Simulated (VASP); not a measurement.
# KF (R-3m) in VASP: further runs

Runs on KF. Level: LDA. Tasks: single point.

All numbers are computed with VASP 6.6.1; they aren't measurements. Logs are shortened: lines on timing, memory, paths and dates and some standing lists are left out, and cuts for length are marked.

## (1) The cell of the first run

It takes space group R-3m (No. 166, trigonal). Conventional cell: a = 3.667 Å, b = 3.667 Å, c = 9.576 Å, α = 90.00°, β = 90.00°, γ = 120.00°. Within 3.5 Å of K (site symmetry -3m) lie 6 F at 2.65 Å. Within 3.5 Å of F (site symmetry -3m) lie 6 K at 2.65 Å.

## (2) Single point, LDA

Contents of INCAR:

```
SYSTEM = KF
PREC     = Accurate       ! precision mode
ENCUT    = 520            ! plane-wave cutoff, eV
EDIFF    = 1E-6           ! SCF threshold, eV
ISMEAR   = 0              ! smearing method
SIGMA    = 0.05           ! smearing width, eV
LREAL    = .FALSE.        ! projectors in reciprocal space
LASPH    = .TRUE.         ! aspherical terms in the spheres
NELM     = 100            ! most SCF steps
ALGO     = Normal         ! electronic algorithm
ISIF     = 2              ! what is computed and relaxed
LWAVE    = .FALSE.        ! write WAVECAR
LCHARG   = .FALSE.        ! write CHGCAR
GGA      = CA             ! functional
NBANDS   = 15             ! bands
```

Contents of KPOINTS:

```
regular mesh
0
G
  8 8 8
  0 0 0
```

Contents of POSCAR:

```
KF
1.0
    0.1144303851      2.7072638841      2.7072638841
    2.7072638841      0.1144303851      2.7072638841
    2.7072638841      2.7072638841      0.1144303851
K F
1 1
Direct
    0.0000000000      0.0000000000      0.0000000000
    0.5000000000      0.5000000000      0.5000000000
```

Potentials or basis: VASP PAW LDA potentials, release 64 (K_sv, F).

Launch:

```console
cat potpaw_LDA.64/K_sv/POTCAR potpaw_LDA.64/F/POTCAR > POTCAR
mpirun -np 1 vasp_std > vasp.out
```

OUTCAR:

```text
SYSTEM = KF
   PREC = Accurate
   ENCUT = 520
   EDIFF = 1E-6
   ISMEAR = 0
   LREAL = .FALSE.
   LASPH = .TRUE.
   NELM = 100
   ISIF = 2
   GGA = CA

 ion  position               nearest neighbor table
   1  0.000  0.000  0.000-   2 2.65   2 2.65   2 2.65   2 2.65   2 2.65   2 2.65
   2  0.500  0.500  0.500-   1 2.65   1 2.65   1 2.65   1 2.65   1 2.65   1 2.65

  LATTYP: Found a trigonal (rhomboedric) cell.
 ALAT       =     3.8303589635
 COS(alpha) =     0.5417839405

  Lattice vectors:

 A1 = (   0.1144303851,   2.7072638841,   2.7072638841)
 A2 = (   2.7072638841,   0.1144303851,   2.7072638841)
 A3 = (   2.7072638841,   2.7072638841,   0.1144303851)

Analysis of symmetry for initial positions (statically):
=====================================================================
 Subroutine PRICEL returns:
 Original cell was already a primitive cell.

 Routine SETGRP: Setting up the symmetry group for a
 trigonal (rhombohedral) supercell.

 Subroutine GETGRP returns: Found 12 space group operations
 (whereof 12 operations were pure point group operations)
 out of a pool of 12 trial point group operations.

The static configuration has the point symmetry D_3d.

Analysis of symmetry for dynamics (positions and initial velocities):
=====================================================================
 Subroutine PRICEL returns:
 Original cell was already a primitive cell.

 Routine SETGRP: Setting up the symmetry group for a
 trigonal (rhombohedral) supercell.

 Subroutine GETGRP returns: Found 12 space group operations
 (whereof 12 operations were pure point group operations)
 out of a pool of 12 trial point group operations.

The dynamic configuration has the point symmetry D_3d.

 Subroutine INISYM returns: Found 12 space group operations
 (whereof 12 operations are pure point group operations),
 and found     1 'primitive' translations

----------------------------------------------------------------------------------------

                                     Primitive cell

  volume of cell :      37.1700

  direct lattice vectors                    reciprocal lattice vectors
     0.114430385  2.707263884  2.707263884    -0.196830332  0.188848116  0.188848116
     2.707263884  0.114430385  2.707263884     0.188848116 -0.196830332  0.188848116
     2.707263884  2.707263884  0.114430385     0.188848116  0.188848116 -0.196830332

  length of vectors
     3.830358964  3.830358964  3.830358964     0.331767089  0.331767089  0.331767089

  position of ions in fractional coordinates (direct lattice)
     0.000000000  0.000000000  0.000000000
[... 91 lines left out ...]
   EMIN   =  10.00;   EMAX   =-10.00  energy-range for DOS
   EFERMI =   0.00;   METHOD = LEGACY
   ISMEAR =     0;   SIGMA  =   0.05  broadening in eV -4-tet -1-fermi 0-gaus
   EFERMI_NEDOS =   21; number of points for ismear=-14 and -15
   IALGO  =     38    algorithm
   IMIX   =      4    mixing-type and parameters
     AMIX     =   0.40;   BMIX     =  1.00
     AMIX_MAG =   1.60;   BMIX_MAG =  1.00
  volume/ion in A,a.u.               =      18.58       125.42
  Fermi-wavevector in a.u.,A,eV,Ry     =   1.236092  2.335874 20.788645  1.527922
  Thomas-Fermi vector in A             =   2.370714
   LORBIT       =      0    0 simple, 1 ext, 2 COOP (PROOUT), +10 PAW based schemes
   GGA     = CA    functional components
   LHFCALC =     F    Hartree Fock is set to
   AEXX    =    0.0000 exact exchange contribution
   IVDW    =     0    specifies the selected vdW correction
   LEPSILON=     F    determine dielectric tensor
   LRPA    =     F    only Hartree local field effects (RPA)
 non-spin polarized calculation
 Gauss-broadening in eV      SIGMA  =   0.05
  energy-cutoff  :      520.00
  volume of cell :       37.17
 maximum number of plane-waves:      1011
   NGX = 15   NGY = 15   NGZ = 15

 number of electron      16.0000009 magnetization

 Free energy of the ion-electron system (eV)
  ---------------------------------------------------
  ext. energy  EPLUGINS =         0.00000000
  ---------------------------------------------------
  free energy    TOTEN  =        -9.04148573 eV

  energy without entropy =       -9.04148573  energy(sigma->0) =       -9.04148573

 E-fermi :  -2.9189     XC(G=0):  -9.2466

 val. band max:       -3.1234743512   @ k =   0.0000   0.0000   0.0000
 cond. band min:       2.7576469016   @ k =   0.0000   0.0000   0.0000
 fundamental gap:      5.8811212529
 Fermi energy:        -2.9189499466

 k-point     1 :       0.0000    0.0000    0.0000
  band No.  band energies     occupation
      1     -28.7419      2.00000
      2     -21.3818      2.00000
      3     -12.2191      2.00000
      4     -12.1748      2.00000
      5     -12.1748      2.00000
      6      -3.1924      2.00000
      7      -3.1235      2.00000
      8      -3.1235      2.00000
      9       2.7576      0.00000
     10       6.9893      0.00000
     11       7.6256      0.00000
     12       7.6256      0.00000
     13       9.2239      0.00000
     14       9.2239      0.00000
[... 401 lines left out ...]
      2     -21.4521      2.00000
      3     -12.4092      2.00000
      4     -12.2889      2.00000
      5     -12.2006      2.00000
      6      -3.7656      2.00000
      7      -3.4160      2.00000
      8      -3.3309      2.00000
      9       4.9299      0.00000
     10       6.5704      0.00000
     11       8.3052      0.00000
     12       8.7305      0.00000
     13      10.0719      0.00000
     14      10.3314      0.00000
     15      14.8918      0.00000

 [... further k-points ...]

------------------------ aborting loop because EDIFF is reached ----------------------------------------

  FORCE on cell =-STRESS in cart. coord.  units (eV):
  Direction    XX          YY          ZZ          XY          YZ          ZX
  --------------------------------------------------------------------------------------
  -------------------------------------------------------------------------------------
  Total       -0.6373244     -0.6373244     -0.6373244     -0.1657963     -0.1657963     -0.1657963
  in kB      -27.4712579    -27.4712579    -27.4712579     -7.1464927     -7.1464927     -7.1464927
  external PRESSURE =     -27.4712579 kB  Pullay stress =       0.0000000 kB

 VOLUME and BASIS-vectors are now :
 -----------------------------------------------------------------------------
  energy-cutoff  :      520.00
  volume of cell :       37.17
      direct lattice vectors                 reciprocal lattice vectors
     0.114430385  2.707263884  2.707263884    -0.196830332  0.188848116  0.188848116
     2.707263884  0.114430385  2.707263884     0.188848116 -0.196830332  0.188848116
     2.707263884  2.707263884  0.114430385     0.188848116  0.188848116 -0.196830332

 POSITION                                       TOTAL-FORCE (eV/Angst)
 -----------------------------------------------------------------------------------
      0.00000      0.00000      0.00000        -0.000000      0.000000      0.000000
      2.76448      2.76448      2.76448         0.000000     -0.000000     -0.000000
 -----------------------------------------------------------------------------------
    total drift:                                0.000000      0.000000      0.000000

  FREE ENERGIE OF THE ION-ELECTRON SYSTEM (eV)
  ---------------------------------------------------
  free  energy   TOTEN  =        -9.0414857284 eV

  energy  without entropy=       -9.0414857283  energy(sigma->0) =       -9.04148573
```

OSZICAR:

```text
N       E                     dE             d eps       ncg     rms          rms(c)
DAV:   1     0.113796030380E+03    0.11380E+03   -0.81281E+03  1958   0.104E+03
DAV:   2    -0.543839030937E+01   -0.11923E+03   -0.10726E+03  2505   0.291E+02
DAV:   3    -0.101050372794E+02   -0.46666E+01   -0.46435E+01  2560   0.519E+01
DAV:   4    -0.102387383287E+02   -0.13370E+00   -0.13367E+00  2678   0.848E+00
DAV:   5    -0.102402847603E+02   -0.15464E-02   -0.15464E-02  2629   0.844E-01    0.611E+00
DAV:   6    -0.912168382536E+01    0.11186E+01   -0.31483E+00  2034   0.147E+01    0.420E+00
DAV:   7    -0.906947116914E+01    0.52213E-01   -0.80580E-02  2440   0.221E+00    0.250E+00
DAV:   8    -0.904137997415E+01    0.28091E-01   -0.48916E-02  2468   0.215E+00    0.214E-01
DAV:   9    -0.904135181692E+01    0.28157E-04   -0.30397E-03  2195   0.479E-01    0.987E-02
DAV:  10    -0.904148292260E+01   -0.13111E-03   -0.27579E-04  2494   0.174E-01    0.489E-02
DAV:  11    -0.904148614211E+01   -0.32195E-05   -0.45568E-05  2661   0.770E-02    0.142E-02
DAV:  12    -0.904148572835E+01    0.41375E-06   -0.56082E-06  2456   0.268E-02
   1 F= -.90414857E+01 E0= -.90414857E+01  d E =-.669756E-11
```

Wall time 32 s (1 thread of AMD EPYC 7R13 (Zen 3), shared host); peak memory 0.13 GiB.

What came out:

* Free energy: -9.0415 eV
* Pressure: -2.7 GPa
* Band gap on the k mesh: 5.88 eV, direct

Levels at points of the mesh, in eV from the valence-band top:
| k point | band 6 | band 7 | band 8 | band 9 | band 10 | band 11 |
| --- | --- | --- | --- | --- | --- | --- |
| (0.00, 0.00, 0.00) | -0.07 | 0.00 | 0.00 | 5.88 | 10.11 | 10.75 |
| (0.50, 0.00, 0.00) | -0.91 | -0.50 | -0.38 | 8.88 | 10.44 | 11.78 |
| (0.50, 0.50, 0.00) | -0.24 | -0.10 | -0.05 | 7.87 | 10.19 | 11.58 |
| (0.50, 0.50, 0.50) | -0.90 | -0.33 | -0.33 | 8.66 | 10.20 | 11.96 |

A k mesh can miss the band edges. LDA gaps usually lie below the measured ones, often by a third to a half.

## (3) Single point, LDA

This run uses another cell than the first one, of 15.83 Å³/atom, 0.852 times its volume.

Contents of INCAR:

```
ALGO = Normal
EDIFF = 1E-6
ENCUT = 520
GGA = CA
ISIF = 2
ISMEAR = 0
LASPH = T
LCHARG = F
LREAL = F
LWAVE = F
NBANDS = 15
NELM = 100
PREC = Accurate
SIGMA = 0.05
```

Contents of KPOINTS:

```
k-points
0
Gamma
  8 8 8
```

Contents of POSCAR:

```
KF
1.0
   -0.1323838525      2.4465223655      2.4465223655
    2.4465223655     -0.1323838525      2.4465223655
    2.4465223655      2.4465223655     -0.1323838525
K F
1 1
Direct
    0.0000000000      0.0000000000      0.0000000000
    0.5000000000      0.5000000000      0.5000000000
```

Potentials or basis: VASP PAW LDA potentials, release 64 (K_sv, F).

Launch:

```console
cat potpaw_LDA.64/K_sv/POTCAR potpaw_LDA.64/F/POTCAR > POTCAR
mpirun -np 1 vasp_std > vasp.out
```

Wall time 28 s (1 thread of Intel Xeon Platinum 8488C (Sapphire Rapids), shared host); peak memory 0.16 GiB.

Results (log left out):

```yaml
Free_energy: -9.0204 eV
Pressure: 4.6 GPa
Band_gap_on_the_k_mesh: 6.79 eV, indirect (the least direct gap lies 1.5 meV higher)
```

Stress tensor (GPa, compression positive):
```
4.63 0.42 0.42
0.42 4.63 0.42
0.42 0.42 4.63
```

Levels at points of the mesh, in eV from the valence-band top:
| k point | band 4 | band 5 | band 6 | band 7 | band 8 | band 9 | band 10 | band 11 | band 12 | band 13 |
| --- | --- | --- | --- | --- | --- | --- | --- | --- | --- | --- |
| (0.00, 0.00, 0.00) | -8.60 | -8.50 | -0.05 | -0.05 | 0.00 | 6.79 | 10.55 | 10.55 | 11.63 | 12.98 |
| (0.50, 0.00, 0.00) | -8.59 | -8.57 | -1.13 | -0.64 | -0.48 | 9.41 | 11.54 | 12.28 | 13.23 | 15.33 |
| (0.50, 0.50, 0.00) | -9.04 | -8.88 | -0.12 | -0.05 | 0.00 | 7.90 | 11.08 | 12.93 | 14.41 | 15.23 |
| (0.50, 0.50, 0.50) | -8.68 | -8.68 | -1.16 | -0.73 | -0.73 | 9.61 | 11.89 | 12.91 | 12.91 | 15.61 |

(Part 1 of 2 ends here.)
